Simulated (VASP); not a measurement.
Here is a VASP 6.6.1 calculation.

File INCAR:

```
ALGO     = Normal         # electronic algorithm
EDIFF    = 1E-6           # SCF threshold, eV
ENCUT    = 520            # plane-wave cutoff, eV
GGA      = PE             # functional
ISIF     = 2              # what is computed and relaxed
ISMEAR   = 1              # smearing method
LASPH    = T              # aspherical terms in the spheres
LCHARG   = F              # write CHGCAR
LREAL    = F              # projectors in reciprocal space
LWAVE    = F              # write WAVECAR
NBANDS   = 11             # bands
NELM     = 80             # most SCF steps
PREC     = Accurate       # precision mode
SIGMA    = 0.2            # smearing width, eV
```

The input KPOINTS:

```
k-points
0
Gamma
  12 12 12
```

Contents of POSCAR:

```
Pt
1.0
   -1.5842200000      1.5842200000      1.5842200000
    1.5842200000     -1.5842200000      1.5842200000
    1.5842200000      1.5842200000     -1.5842200000
Pt
1
Direct
    0.0000000000      0.0000000000      0.0000000000
```

Potentials or basis: VASP PAW PBE potentials, release 64 (Pt).

Launch:

```sh
$ cat potpaw_PBE.64/Pt/POTCAR > POTCAR
$ mpirun -np 1 vasp_std > vasp.out
```

(1) Estimate the band gap on the k mesh.

(2) Estimate the pressure.

Answers

(1) zero (band 5 reaches 11.08 eV, above the bottom of band 6 at 8.95 eV).

(2) -1.8 GPa.

Caveat: spin-orbit coupling is left out, which moves the levels of the heavy elements.
